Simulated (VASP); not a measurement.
# ZnO: relaxation of cell and atoms with LDA

The system is ZnO.

```
Zn O
1.0
     3.24931    0.00000    0.00000
    -1.62465    2.81398    0.00000
     0.00000    0.00000    5.20571
Zn O
2 2
Cartesian
  0.0000 1.8760 2.6029
  1.6247 0.9380 0.0000
  1.6247 0.9380 1.9730
  0.0000 1.8760 4.5759
```

| Property | Result |
| --- | --- |
| Program | VASP 6.6.1 |
| Task | relaxation of cell and atoms |
| Functional | LDA |
| Potentials or basis | VASP PAW LDA potentials, release 64 (Zn, O) |
| Cutoff | 600 eV |
| k mesh | 12 × 12 × 6 |
| Occupations | fermi-dirac, width 0.08 eV |
| Spin | no spin polarisation |
| Dipole correction | no |
| Further INCAR settings | ALGO = Normal; EDIFF = 1e-06; IBRION = 2; EDIFFG = -0.002; NSW = 100; ISIF = 3 |

```json
{"Relaxed volume": "11.40 Å³/atom", "Relaxed cell": "a = 3.194 Å, b = 3.194 Å, c = 5.164 Å, α = 90.00°, β = 90.00°, γ = 120.00°", "Space group after relaxing (to 0.1 Å)": "P6_3mc (No. 186)", "Energy gained by relaxing": "10.4 meV/atom", "Ionic steps": "19", "Pressure after relaxing": "0.0 GPa", "Band gap on the k mesh": "0.80 eV"}
```

The path:
```
step  energy change (eV)  largest force (eV/Å)  pressure (GPa)  volume (Å³)
   1              0.0000                0.0553           -6.25        47.60
   2             -0.0262                0.0409            4.41        44.47
   3             -0.0413                0.0021            0.05        45.61
   4             -0.0413                0.0041           -0.06        45.65
   5             -0.0414                0.0189           -0.27        45.66
   6             -0.0414                0.0187           -0.16        45.66
   7             -0.0414                0.0206           -0.16        45.66
   8             -0.0415                0.0187            0.07        45.59
   9             -0.0415                0.0184            0.09        45.58
  10             -0.0416                0.0015            0.09        45.60
  11             -0.0416                0.0025           -0.01        45.60
  12             -0.0416                0.0034           -0.04        45.61
  13             -0.0416                0.0049            0.04        45.61
  14             -0.0416                0.0024           -0.02        45.63
  15             -0.0416                0.0005           -0.05        45.62
  16             -0.0416                0.0022            0.06        45.62
  17             -0.0416                0.0008           -0.04        45.62
  18             -0.0416                0.0029            0.01        45.62
  19             -0.0416                0.0007           -0.01        45.62
```

Final structure:
```xyz
4
Lattice="3.1937 0.0000 0.0000 -1.5968 2.7658 0.0000 0.0000 0.0000 5.1645" Properties=species:S:1:pos:R:3 pbc="T T T"
Zn    0.0000    1.8439    2.5840
Zn    1.5968    0.9219    0.0017
O     1.5968    0.9219    1.9557
O     0.0000    1.8439    4.5379
```

Levels at points of the mesh, in eV from the valence-band top:
| k point | band 15 | band 16 | band 17 | band 18 | band 19 | band 20 | band 21 | band 22 |
| --- | --- | --- | --- | --- | --- | --- | --- | --- |
| (0.00, 0.00, 0.00) | -0.85 | -0.10 | 0.00 | 0.00 | 0.80 | 5.27 | 8.18 | 12.94 |
| (0.50, 0.00, 0.00) | -3.01 | -2.43 | -1.39 | -0.90 | 5.87 | 6.77 | 7.44 | 8.67 |
| (0.00, 0.00, 0.50) | -0.42 | -0.42 | -0.42 | -0.42 | 3.48 | 3.48 | 10.03 | 10.03 |
| (0.50, 0.00, 0.50) | -1.61 | -1.61 | -1.49 | -1.49 | 5.63 | 5.63 | 8.55 | 8.55 |

Run time: 12 min on 1 thread of Intel(R) Xeon(R) Platinum 8259CL CPU @ 2.50GHz (Skylake/Cascade Lake), with other jobs on the host, peak memory 0.22 GiB.

LDA usually gives volumes a few per cent too small. Zero-point motion and thermal expansion aren't in these numbers.
